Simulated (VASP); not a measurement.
# MgB2 (P6/mmm) in VASP: further runs, part 2 of 2

VASP 6.6.1.

### Step 3. Relaxation of shape and atoms at fixed volume, r2SCAN (9.84 Å³/atom)

This run uses another cell than the first one, of 9.84 Å³/atom.

Input file POSCAR:

```
MgB2
1.0
    3.0960870444      0.0000000000      0.0000000000
   -1.5480435222      2.6812900328      0.0000000000
    0.0000000000      0.0000000000      3.5553701098
Mg B
1 2
Direct
    0.0000000000      0.0000000000      0.0000000000
    0.3333333333      0.6666666667      0.5000000000
    0.6666666667      0.3333333333      0.5000000000
```

Input file INCAR.step1:

```
PREC = Accurate
ENCUT = 600
ISMEAR = 0
SIGMA = 0.1
LREAL = F
LASPH = T
NELM = 100
GGA = PE
ALGO = Normal
EDIFF = 1E-4
LWAVE = T
LCHARG = F
```

Input file INCAR.step2:

```
PREC = Accurate
ENCUT = 600
EDIFF = 1E-7
ISMEAR = 0
SIGMA = 0.1
LREAL = F
LASPH = T
NELM = 100
ALGO = Normal
ISIF = 4
LWAVE = F
LCHARG = F
METAGGA = R2SCAN
LMIXTAU = T
IBRION = 2
NSW = 50
EDIFFG = -0.01
ISTART = 1
```

Input file KPOINTS:

```
regular mesh
0
Gamma
  15 15 12
```

Potentials or basis: VASP PAW PBE potentials, release 64 (Mg, B).

On the command line:

```sh
$ cat potpaw_PBE.64/Mg/POTCAR potpaw_PBE.64/B/POTCAR > POTCAR
$ cp INCAR.step1 INCAR
$ mpirun -np 1 vasp_std > vasp.out
$ cp INCAR.step2 INCAR
$ mpirun -np 1 vasp_std > vasp.out
```

Run time: 10 min. Hardware: 1 thread of Intel Xeon 8259CL, shared host; peak memory 0.22 GiB.

The run converged. Its results:

```
Free energy               : -19.3951 eV
Energy gained by relaxing : 0.1 meV/atom
Ionic steps               : 2
Pressure after relaxing   : -4.7 GPa
Band gap on the k mesh    : zero (bands 4 and 5 overlap by 3.88 eV)
```

Stress tensor (GPa, compression positive):
```
-4.72  0.00  0.00
 0.00 -4.72  0.00
 0.00  0.00 -4.55
```

Step by step:
```csv
step,energy change (eV),largest force (eV/Å),pressure (GPa),volume (Å³)
1,0.0000,0.0000,-4.83,29.51
2,-0.0004,0.0000,-4.67,29.51
```

Final structure:
```
CELL_PARAMETERS angstrom
3.09192 0.00000 0.00000
-1.54596 2.67768 0.00000
0.00000 0.00000 3.56495
ATOMIC_POSITIONS crystal
Mg 0.00000 0.00000 0.00000
B 0.33333 0.66667 0.50000
B 0.66667 0.33333 0.50000
```

Levels at points of the mesh, in eV from the Fermi level:
| k point | band 1 | band 2 | band 3 | band 4 | band 5 | band 6 | band 7 | band 8 |
| --- | --- | --- | --- | --- | --- | --- | --- | --- |
| (0.00, 0.00, 0.00) | -13.12 | -3.20 | 0.42 | 0.42 | 1.77 | 6.65 | 6.65 | 8.45 |
| (0.00, 0.00, 0.50) | -11.90 | -7.69 | 0.79 | 0.79 | 6.96 | 6.96 | 8.59 | 10.24 |

Caveat: the PAW data sets were made with another functional, which shifts forces and pressure a little.

### Step 4. Relaxation of shape and atoms at fixed volume, r2SCAN (10.12 Å³/atom)

This run uses another cell than the first one, of 10.12 Å³/atom.

Input file POSCAR:

```
MgB2
1.0
    3.1195456658      0.0000000000      0.0000000000
   -1.5597728329      2.7016057948      0.0000000000
    0.0000000000      0.0000000000      3.6041021100
Mg B
1 2
Direct
    0.0000000000      0.0000000000      0.0000000000
    0.3333333333      0.6666666667      0.5000000000
    0.6666666667      0.3333333333      0.5000000000
```

Input file INCAR.step1:

```
ALGO = Normal
EDIFF = 1E-4
ENCUT = 600
GGA = PE
ISMEAR = 0
LASPH = T
LCHARG = F
LREAL = F
LWAVE = T
NELM = 80
PREC = Accurate
SIGMA = 0.1
```

Input file INCAR.step2:

```
ALGO = Normal
EDIFF = 1E-6
EDIFFG = -0.01
ENCUT = 600
IBRION = 2
ISIF = 4
ISMEAR = 0
ISTART = 1
LASPH = T
LCHARG = F
LMIXTAU = T
LREAL = F
LWAVE = F
METAGGA = R2SCAN
NELM = 80
NSW = 50
PREC = Accurate
SIGMA = 0.1
```

Input file KPOINTS:

```
k-points
0
Gamma
  15 15 12
```

On the command line:

```sh
$ cat potpaw_PBE.64/Mg/POTCAR potpaw_PBE.64/B/POTCAR > POTCAR
$ cp INCAR.step1 INCAR
$ mpirun -np 1 vasp_std > vasp.out
$ cp INCAR.step2 INCAR
$ mpirun -np 1 vasp_std > vasp.out
```

Run time: 9 min. Hardware: 1 thread of Intel Xeon 8259CL, shared host; peak memory 0.22 GiB.

The run converged. Its results:

```
Free energy               : -19.3606 eV
Energy gained by relaxing : 0.1 meV/atom
Ionic steps               : 2
Pressure after relaxing   : -8.3 GPa
Band gap on the k mesh    : zero (bands 4 and 5 overlap by 3.77 eV)
```

Stress tensor (GPa, compression positive):
```
-8.31  0.00  0.00
 0.00 -8.31  0.00
 0.00  0.00 -8.23
```

The path:
```
step  energy change (eV)  largest force (eV/Å)  pressure (GPa)  volume (Å³)
   1              0.0000                0.0000           -8.43        30.37
   2             -0.0003                0.0000           -8.29        30.37
```

Final structure:
```
Mg B
1.0
     3.11567    0.00000    0.00000
    -1.55784    2.69825    0.00000
     0.00000    0.00000    3.61306
Mg B
1 2
Direct
  0.00000 0.00000 0.00000
  0.33333 0.66667 0.50000
  0.66667 0.33333 0.50000
```

Levels at points of the mesh, in eV from the Fermi level:
| k point | band 2 | band 3 | band 4 | band 5 | band 6 | band 7 |
| --- | --- | --- | --- | --- | --- | --- |
| (0.00, 0.00, 0.00) | -3.20 | 0.43 | 0.43 | 1.59 | 6.58 | 6.58 |
| (0.00, 0.00, 0.50) | -7.57 | 0.77 | 0.77 | 6.89 | 6.89 | 8.48 |

Caveat: the PAW data sets were made with another functional, which shifts forces and pressure a little.

### Step 5. Single point, r2SCAN

This run uses another cell than the first one, of 9.55 Å³/atom.

Input file POSCAR:

```
MgB2
1.0
    3.0686969423      0.0000000000      0.0000000000
   -1.5343484712      2.6575695085      0.0000000000
    0.0000000000      0.0000000000      3.5129910976
Mg B
1 2
Direct
    0.0000000000      0.0000000000      0.0000000000
    0.3333333333      0.6666666667      0.5000000000
    0.6666666667      0.3333333333      0.5000000000
```

Input file INCAR.step1:

```
ALGO = Normal ; EDIFF = 1E-4
ENCUT = 520 ; GGA = PE
ISMEAR = -1 ; LASPH = True
LCHARG = False ; LREAL = False
LWAVE = True ; NBANDS = 11
NELM = 60 ; PREC = Accurate
SIGMA = 0.15
```

Input file INCAR.step2:

```
ALGO = Normal ; EDIFF = 1E-6
ENCUT = 520 ; ISIF = 2
ISMEAR = -1 ; ISTART = 1
LASPH = True ; LCHARG = False
LMIXTAU = True ; LREAL = False
LWAVE = False ; METAGGA = R2SCAN
NBANDS = 11 ; NELM = 60
PREC = Accurate ; SIGMA = 0.15
```

KPOINTS is that of step 4.

Potentials or basis: VASP PAW PBE potentials, release 64 (Mg, B).

On the command line:

```sh
$ cat potpaw_PBE.64/Mg/POTCAR potpaw_PBE.64/B/POTCAR > POTCAR
$ cp INCAR.step1 INCAR
$ mpirun -np 1 vasp_std > vasp.out
$ cp INCAR.step2 INCAR
$ mpirun -np 1 vasp_std > vasp.out
```

OUTCAR:

```text
EDIFF = 1E-6
   ENCUT = 520
   ISIF = 2
   ISMEAR = -1
   ISTART = 1
   LASPH = True
   LREAL = False
   METAGGA = R2SCAN
   NELM = 60
   PREC = Accurate

 ion  position               nearest neighbor table
   1  0.000  0.000  0.000-   2 2.49   3 2.49   2 2.49   3 2.49   2 2.49   2 2.49   3 2.49   3 2.49
                             3 2.49   3 2.49   2 2.49   2 2.49
   2  0.333  0.667  0.500-   3 1.77   3 1.77   3 1.77   1 2.49   1 2.49   1 2.49   1 2.49   1 2.49
                             1 2.49
   3  0.667  0.333  0.500-   2 1.77   2 1.77   2 1.77   1 2.49   1 2.49   1 2.49   1 2.49   1 2.49
                             1 2.49

[... 527 lines left out ...]
     11      20.1533      0.00000

 [... further k-points ...]
[... 5 lines left out ...]
  --------------------------------------------------------------------------------------
  -------------------------------------------------------------------------------------
  Total       -0.0518281     -0.0518281     -0.1154566      0.0000000     -0.0000000      0.0000000
  in kB       -2.8984137     -2.8984137     -6.4567443      0.0000000     -0.0000000      0.0000000
  external PRESSURE =      -4.0845239 kB  Pullay stress =       0.0000000 kB

 VOLUME and BASIS-vectors are now :
 -----------------------------------------------------------------------------
  energy-cutoff  :      520.00
  volume of cell :       28.65
      direct lattice vectors                 reciprocal lattice vectors
     3.068696942  0.000000000  0.000000000     0.325871215  0.188141834  0.000000000
    -1.534348471  2.657569508  0.000000000     0.000000000  0.376283667  0.000000000
     0.000000000  0.000000000  3.512991098     0.000000000  0.000000000  0.284657710

 POSITION                                       TOTAL-FORCE (eV/Angst)
 -----------------------------------------------------------------------------------
      0.00000      0.00000      0.00000        -0.000000      0.000000      0.000000
     -0.00000      1.77171      1.75650        -0.000000      0.000000      0.000000
      1.53435      0.88586      1.75650         0.000000     -0.000000     -0.000000
 -----------------------------------------------------------------------------------
    total drift:                                0.000000     -0.000000      0.000000

  FREE ENERGIE OF THE ION-ELECTRON SYSTEM (eV)
  ---------------------------------------------------
  free  energy   TOTEN  =       -19.4280648751 eV

  energy  without entropy=      -19.3817706763  energy(sigma->0) =      -19.40491778
```

OUTCAR.step1:

```text
EDIFF = 1E-4
   ENCUT = 520
   GGA = PE
   ISMEAR = -1
   LASPH = True
   LREAL = False
[... 563 lines left out ...]
      0.00000      0.00000      0.00000         0.000000      0.000000      0.000000
     -0.00000      1.77171      1.75650        -0.000000      0.000000      0.000000
      1.53435      0.88586      1.75650         0.000000      0.000000      0.000000
 -----------------------------------------------------------------------------------
    total drift:                                0.000000     -0.000000      0.000000

  FREE ENERGIE OF THE ION-ELECTRON SYSTEM (eV)
  ---------------------------------------------------
  free  energy   TOTEN  =       -15.3486240033 eV

  energy  without entropy=      -15.2989452735  energy(sigma->0) =      -15.32378464
```

It took 72 s on 1 thread of Intel Xeon 6975P-C (Granite Rapids), shared host; peak memory 0.17 GiB.

What came out:

| Property | Result |
| --- | --- |
| Free energy | -19.4281 eV |
| Pressure | -0.4 GPa |
| Band gap on the k mesh | zero (bands 4 and 5 overlap by 4.01 eV) |

Caveat: the PAW data sets were made with another functional, which shifts forces and pressure a little.

### Step 6. Summary

```csv
task,cell,cutoff (eV),smearing,gap on the mesh (eV),pressure (GPa)
relaxation of shape and atoms at fixed volume,"relaxed from a = 3.035, b = 3.035, c = 3.485 Å, angles 90.0, 90.0, 120.0°, 3 atoms",600,gaussian 0.1 eV,none,4.3
relaxation of shape and atoms at fixed volume,"relaxed from a = 3.096, b = 3.096, c = 3.555 Å, angles 90.0, 90.0, 120.0°, 3 atoms",600,gaussian 0.1 eV,none,-4.7
relaxation of shape and atoms at fixed volume,"relaxed from a = 3.120, b = 3.120, c = 3.604 Å, angles 90.0, 90.0, 120.0°, 3 atoms",600,gaussian 0.1 eV,none,-8.3
single point,"a = 3.069, b = 3.069, c = 3.513 Å, angles 90.0, 90.0, 120.0°, 3 atoms",520,fermi-dirac 0.15 eV,none,-0.4
```

Alike in all rows: level r2SCAN; potentials or basis VASP PAW PBE potentials, release 64 (Mg, B); no spin polarisation; k mesh 15 × 15 × 12.

Caveats: the PAW data sets were made with another functional, which shifts forces and pressure a little.

Total energies depend on the potentials used, so only differences within one code and one set of settings carry meaning.
